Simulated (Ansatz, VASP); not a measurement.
# Two plane-wave programs on WS2

```
W S
1.0
     1.54742    0.89340    6.16333
    -1.54742    0.89340    6.16333
     0.00000   -1.78681    6.16333
W S
1 2
Direct
  0.00000 0.00000 0.00000
  0.75030 0.75030 0.75030
  0.58100 0.58100 0.58100
```

Change from the starting cell: equal xx and yy strain of -2 %, PAW files.

Alike in both runs: task electric field gradients; functional LDA; k mesh 13 × 13 × 13; occupations fermi-dirac, width 0.08 eV; no spin polarisation.

|  | VASP | Ansatz |
| --- | --- | --- |
| version | VASP 6.6.1 | Ansatz 0.2.0 |
| potentials or method | VASP PAW LDA potentials, release 64 (W_sv, S) | PAW with Ansatz's default frozen-core files, scalar-relativistic |
| plane-wave cutoff (eV) | 520 | 420 |
| valence electrons in the cell | 26 | 26 |

Ansatz gave:

| Property | Result |
| --- | --- |
| pressure (GPa) | 3.3 |
| traceless stress, the component that is largest in VASP (GPa) | -1.84 |
| rms of the force components (eV/Å) | 0.279 |
| size of Vzz on the site where it differs most (V/Å²) | 168.9 |

Q: Which values does VASP return?

A: Pressure (GPa): 3.7; traceless stress, the component that is largest in VASP (GPa): -1.85; rms of the force components (eV/Å): 0.289; size of Vzz on the site where it differs most (V/Å²): 155.6.

LDA's correlation is that of Perdew and Zunger in VASP and of Perdew and Wang (1992) in Ansatz. Atom by atom the forces differ by 0.024 eV/Å (rms over components).

Spin-orbit coupling is off throughout.
